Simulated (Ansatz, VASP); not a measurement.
## AgCl: VASP beside Ansatz

INCAR

```
SYSTEM = AgCl
PREC = Accurate
ENCUT = 520
EDIFF = 1E-8
ISMEAR = -1
SIGMA = 0.02
LREAL = .FALSE.
LASPH = .TRUE.
NELM = 100
ALGO = Normal
ISIF = 2
LWAVE = .FALSE.
LCHARG = .FALSE.
GGA = CA
LEFG = .TRUE.
NBANDS = 16
```

File KPOINTS:

```
Automatic mesh
0
G
  8 8 8
  0 0 0
```

POSCAR

```
AgCl
1.0
    0.0000000000      2.7731500000      2.7176870000
    2.7731500000      0.0000000000      2.7176870000
    2.7731500000      2.7731500000      0.0000000000
Ag Cl
1 1
Direct
    0.5000000000      0.5000000000      0.5000000000
    0.0000000000      0.0000000000      0.0000000000
```

Input for Ansatz:

```yaml
crystal:
  lattice:
    - [0.0, 2.77315, 2.717687]
    - [2.77315, 0.0, 2.717687]
    - [2.77315, 2.77315, 0.0]
  atoms:
    - { symbol: Ag, position: [0.5, 0.5, 0.5] }
    - { symbol: Cl, position: [0.0, 0.0, 0.0] }
kpoints:
  mp_grid: { grid: [8, 8, 8] }
scf:
  occupations: { method: fermi_dirac, width: 0.02 }
hamiltonian:
  xc: lda
  pseudopotentials: { kind: all_electron, datasets: crystal }
output:
  forces: true
  stress: true
  eigenvalues: true
  efg: { contact_densities: true }
```

Change from the starting cell: zz strain of -2 %, crystal datasets.

Alike in both runs: task electric field gradients; functional LDA; k mesh 8 × 8 × 8; occupations fermi-dirac, width 0.02 eV; no spin polarisation.

```csv
,VASP,Ansatz
version,VASP 6.6.1,Ansatz 0.2.0
potentials or method,"VASP PAW LDA potentials, release 64 (Ag, Cl), cutoff 520 eV","all-electron PAW with datasets made for the crystal, scalar-relativistic"
```

VASP gave:

* pressure (GPa): -4.7
* traceless stress, the component that is largest in VASP (GPa): 0.16
* size of Vzz on the site where it differs most (V/Å²): 12.5

Q: What did Ansatz give for the same quantities?

A: Pressure (GPa): -4.7; traceless stress, the component that is largest in VASP (GPa): 0.15; size of Vzz on the site where it differs most (V/Å²): 9.4.

LDA's correlation is that of Perdew and Zunger in VASP and of Perdew and Wang (1992) in Ansatz. Ansatz ran all-electron here, and VASP with PAW potentials.
